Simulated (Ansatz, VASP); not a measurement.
**MgCd2Te3 in VASP and in Ansatz**

File INCAR:

```
SYSTEM = MgCd2Te3
PREC = Accurate ; ENCUT = 520
EDIFF = 1E-7 ; ISMEAR = 0
SIGMA = 0.1 ; LREAL = .FALSE.
LASPH = .TRUE. ; NELM = 60
ALGO = Normal ; ISIF = 2
LWAVE = .FALSE. ; LCHARG = .FALSE.
GGA = PE ; NBANDS = 31
```

File KPOINTS:

```
Automatic mesh
0
G
  3 3 4
  0 0 0
```

Contents of POSCAR:

```
MgCd2Te3
1.0
    6.3658089300      0.0000000000      0.0000000000
   -3.1829044600      5.5129522500      0.0000000000
    0.0000000000      0.0000000000      5.2453566900
Mg Cd Te
1 2 3
Direct
    0.0000000000      0.0000000000      0.0000000000
    0.3333333300      0.6666666700      0.0000000000
    0.6666666700      0.3333333300      0.0000000000
    0.5000000000      0.0000000000      0.5000000000
    0.0000000000      0.5000000000      0.5000000000
    0.5000000000      0.5000000000      0.5000000000
```

Input for Ansatz:

```yaml
crystal:
  lattice:
    - [6.36580893, 0.0, 0.0]
    - [-3.18290446, 5.51295225, 0.0]
    - [0.0, 0.0, 5.24535669]
  atoms:
    - { symbol: Mg, position: [0.0, 0.0, 0.0] }
    - { symbol: Cd, position: [0.33333333, 0.66666667, 0.0] }
    - { symbol: Cd, position: [0.66666667, 0.33333333, 0.0] }
    - { symbol: Te, position: [0.5, 0.0, 0.5] }
    - { symbol: Te, position: [0.0, 0.5, 0.5] }
    - { symbol: Te, position: [0.5, 0.5, 0.5] }
basis:
  ecutwfc: 420
kpoints:
  mp_grid: { grid: [3, 3, 4] }
hamiltonian:
  xc: pbe
scf:
  occupations: { method: gaussian, width: 0.1 }
  lower_state_search: "off"
output:
  forces: true
  stress: true
  eigenvalues: true
```

Change from the starting cell: species swapped into the YCo3Ni2 type (P6/mmm, No. 191).

Alike in both runs: task single point; functional PBE; k mesh 3 × 3 × 4; occupations gaussian, width 0.1 eV; no spin polarisation.

|  | VASP | Ansatz |
| --- | --- | --- |
| version | VASP 6.6.1 | Ansatz 0.2.0 |
| potentials or method | VASP PAW PBE potentials, release 64 (Mg, Cd, Te), cutoff 520 eV | scalar-relativistic, plane waves, PAW |
| valence electrons in the cell | 44 | 98 |

VASP gave:

```
gap on the k mesh at the Fermi level (eV)                     : none
pressure (GPa)                                                : 2.4
traceless stress, the component that is largest in VASP (GPa) : -3.95
```

Q: What did Ansatz give for the same quantities?

A: gap on the k mesh at the Fermi level (eV): none; pressure (GPa): 2.4; traceless stress, the component that is largest in VASP (GPa): -4.04.

A gap of «none» marks a metal or a gap that the smearing closes. VASP's potentials hold 44 valence electrons a cell and Ansatz's 98, so a difference there can come from the potentials and not from the codes.

The k mesh is coarse, so the values compare programs but aren't converged. Neither program's run includes spin-orbit coupling.
